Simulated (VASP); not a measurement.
# Mo (Fm-3m) in VASP: further runs, part 2 of 2

VASP 6.6.1.

### Step 3. Single point, PBE (strain -0.040 along x and y, -0.040 along z)

INCAR reads:

```
PREC     = Accurate       # precision mode
ENCUT    = 520            # plane-wave cutoff, eV
EDIFF    = 1E-6           # SCF threshold, eV
ISMEAR   = 0              # smearing method
SIGMA    = 0.15           # smearing width, eV
LREAL    = F              # projectors in reciprocal space
LASPH    = T              # aspherical terms in the spheres
NELM     = 60             # most SCF steps
ALGO     = Normal         # electronic algorithm
ISIF     = 2              # what is computed and relaxed
LWAVE    = F              # write WAVECAR
LCHARG   = F              # write CHGCAR
GGA      = PE             # functional
NBANDS   = 13             # bands
```

KPOINTS reads:

```
Automatic mesh
0
Gamma
  20 20 20
```

POSCAR reads:

```
Mo
1.0
    0.0000000000      1.9344000000      1.9344000000
    1.9344000000      0.0000000000      1.9344000000
    1.9344000000      1.9344000000      0.0000000000
Mo
1
Direct
    0.0000000000      0.0000000000      0.0000000000
```

Potentials or basis: VASP PAW PBE potentials, release 64 (Mo_sv).

Started as:

```
$ cat potpaw_PBE.64/Mo_sv/POTCAR > POTCAR
$ mpirun -np 1 vasp_std > vasp.out
```

OUTCAR:

```text
PREC = Accurate
   ENCUT = 520
   EDIFF = 1E-6
   ISMEAR = 0
   LREAL = F
   LASPH = T
   NELM = 60
   ISIF = 2
   GGA = PE

 ion  position               nearest neighbor table
   1  0.000  0.000  0.000-

  LATTYP: Found a face centered cubic cell.
 ALAT       =     3.8688000000

  Lattice vectors:

 A1 = (   0.0000000000,   1.9344000000,   1.9344000000)
 A2 = (   1.9344000000,   0.0000000000,   1.9344000000)
 A3 = (   1.9344000000,   1.9344000000,   0.0000000000)

Analysis of symmetry for initial positions (statically):
=====================================================================
 Subroutine PRICEL returns:
 Original cell was already a primitive cell.

 Routine SETGRP: Setting up the symmetry group for a
 face centered cubic supercell.

 Subroutine GETGRP returns: Found 48 space group operations
 (whereof 48 operations were pure point group operations)
 out of a pool of 48 trial point group operations.

The static configuration has the point symmetry O_h .

Analysis of symmetry for dynamics (positions and initial velocities):
=====================================================================
 Subroutine PRICEL returns:
 Original cell was already a primitive cell.

 Routine SETGRP: Setting up the symmetry group for a
 face centered cubic supercell.

 Subroutine GETGRP returns: Found 48 space group operations
 (whereof 48 operations were pure point group operations)
 out of a pool of 48 trial point group operations.

The dynamic configuration has the point symmetry O_h .

 Subroutine INISYM returns: Found 48 space group operations
 (whereof 48 operations are pure point group operations),
 and found     1 'primitive' translations

----------------------------------------------------------------------------------------

                                     Primitive cell

  volume of cell :      14.4767

[... 112 lines left out ...]
   LHFCALC =     F    Hartree Fock is set to
   AEXX    =    0.0000 exact exchange contribution
   IVDW    =     0    specifies the selected vdW correction
   LEPSILON=     F    determine dielectric tensor
   LRPA    =     F    only Hartree local field effects (RPA)
 non-spin polarized calculation
 Gauss-broadening in eV      SIGMA  =   0.15
  energy-cutoff  :      520.00
  volume of cell :       14.48
 maximum number of plane-waves:       399
   NGX = 11   NGY = 11   NGZ = 11

 number of electron      14.0000003 magnetization

 Free energy of the ion-electron system (eV)
  ---------------------------------------------------
  ext. energy  EPLUGINS =         0.00000000
  ---------------------------------------------------
  free energy    TOTEN  =       -10.37994489 eV

  energy without entropy =      -10.36750487  energy(sigma->0) =      -10.37372488

 E-fermi :  13.4213     XC(G=0): -13.8075

 val. band max:       13.4159300419   @ k =   0.3500   0.0000   0.0000
 cond. band min:      13.4323853911   @ k =  -0.3500   0.1500   0.0500
 fundamental gap:      0.0164553491
 Fermi energy:        13.4213419862

 k-point     1 :       0.0000    0.0000    0.0000
  band No.  band energies     occupation
      1     -47.2704      2.00000
      2     -20.3593      2.00000
      3     -20.3593      2.00000
      4     -20.3593      2.00000
      5       6.4102      2.00000
      6      12.5400      2.00000
      7      12.5400      2.00000
      8      12.5400      2.00000
      9      15.6385      0.00000
     10      15.6385      0.00000
     11      26.5416      0.00000
     12      32.3070      0.00000
     13      32.3070      0.00000
[... 354 lines left out ...]
  band No.  band energies     occupation
      1     -46.9845      2.00000
      2     -21.8644      2.00000
      3     -20.6020      2.00000
      4     -20.5404      2.00000
      5       8.5785      2.00000
      6      12.4938      2.00000
      7      12.6278      2.00000
      8      13.5274      0.31714
      9      16.7120      0.00000
     10      17.6530      0.00000
     11      26.0571      0.00000
     12      29.4085      0.00000
     13      34.8280      0.00000

 [... further k-points ...]

------------------------ aborting loop because EDIFF is reached ----------------------------------------

  FORCE on cell =-STRESS in cart. coord.  units (eV):
  Direction    XX          YY          ZZ          XY          YZ          ZX
  --------------------------------------------------------------------------------------
  -------------------------------------------------------------------------------------
  Total        2.7553413      2.7553413      2.7553413      0.0000000      0.0000000      0.0000000
  in kB      304.9419220    304.9419220    304.9419220      0.0000000      0.0000000      0.0000000
  external PRESSURE =     304.9419220 kB  Pullay stress =       0.0000000 kB

 VOLUME and BASIS-vectors are now :
 -----------------------------------------------------------------------------
  energy-cutoff  :      520.00
  volume of cell :       14.48
      direct lattice vectors                 reciprocal lattice vectors
     0.000000000  1.934400000  1.934400000    -0.258478081  0.258478081  0.258478081
     1.934400000  0.000000000  1.934400000     0.258478081 -0.258478081  0.258478081
     1.934400000  1.934400000  0.000000000     0.258478081  0.258478081 -0.258478081

 POSITION                                       TOTAL-FORCE (eV/Angst)
 -----------------------------------------------------------------------------------
      0.00000      0.00000      0.00000        -0.000000     -0.000000      0.000000
 -----------------------------------------------------------------------------------
    total drift:                                0.000000     -0.000000      0.000000

  FREE ENERGIE OF THE ION-ELECTRON SYSTEM (eV)
  ---------------------------------------------------
  free  energy   TOTEN  =       -10.3799448894 eV

  energy  without entropy=      -10.3675048708  energy(sigma->0) =      -10.37372488
```

It took 13 s on 1 thread of Intel Xeon 6975P-C (Granite Rapids), shared host; peak memory 0.16 GiB.

What came out:

```
Free energy            : -10.3799 eV
Pressure               : 30.5 GPa
Band gap on the k mesh : zero (band 7 reaches 18.00 eV, above the bottom of band 8 at 12.54 eV)
```

Caveat: the cell differs from its parent crystal (strain -0.040 along x and y, -0.040 along z).

### Step 4. Single point, PBE (strain +0.040 along x and y, +0.040 along z)

INCAR reads:

```
  PREC = Accurate
  ENCUT = 520
  EDIFF = 1E-7
  ISMEAR = 0
  SIGMA = 0.15
  LREAL = False
  LASPH = True
  NELM = 100
  ALGO = Normal
  ISIF = 2
  LWAVE = False
  LCHARG = False
  GGA = PE
  NBANDS = 13
```

KPOINTS is that of step 3.

POSCAR reads:

```
Mo
1.0
    0.0000000000      2.0956000000      2.0956000000
    2.0956000000      0.0000000000      2.0956000000
    2.0956000000      2.0956000000      0.0000000000
Mo
1
Direct
    0.0000000000      0.0000000000      0.0000000000
```

Started as:

```
$ cat potpaw_PBE.64/Mo_sv/POTCAR > POTCAR
$ mpirun -np 1 vasp_std > vasp.out
```

Run time: 14 s. Hardware: 1 thread of Intel Xeon 6975P-C (Granite Rapids), shared host; peak memory 0.18 GiB.

It converged, with:

```
Free energy            : -10.3192 eV
Pressure               : -24.4 GPa
Band gap on the k mesh : zero (band 7 reaches 13.03 eV, above the bottom of band 8 at 9.23 eV)
```

Levels at points of the mesh, in eV from the Fermi level:
```csv
k point,band 4,band 5,band 6,band 7,band 8,band 9,band 10,band 11
"(0.00, 0.00, 0.00)",-34.39,-6.27,-0.55,-0.55,-0.55,1.63,1.63,12.97
"(0.50, 0.00, 0.00)",-34.50,-3.97,-0.68,-0.68,1.18,3.30,3.30,9.21
"(0.50, 0.50, 0.00)",-34.69,-4.10,-3.50,3.26,3.32,3.76,3.76,11.40
```

Caveat: the cell differs from its parent crystal (strain +0.040 along x and y, +0.040 along z).

### Step 5. Overview

| cell | gap on the mesh (eV) | pressure (GPa) |
| --- | --- | --- |
| a = 2.622 Å, angles 60.0°, 1 atom | none | 87.4 |
| a = 2.736 Å, angles 60.0°, 1 atom | none | 30.5 |
| a = 2.964 Å, angles 60.0°, 1 atom | none | -24.4 |

Alike in all rows: task single point; level PBE; potentials or basis VASP PAW PBE potentials, release 64 (Mo_sv); no spin polarisation; k mesh 20 × 20 × 20; cutoff (eV) 520; smearing gaussian 0.15 eV.

Total energies depend on the potentials used, so only differences within one code and one set of settings carry meaning.
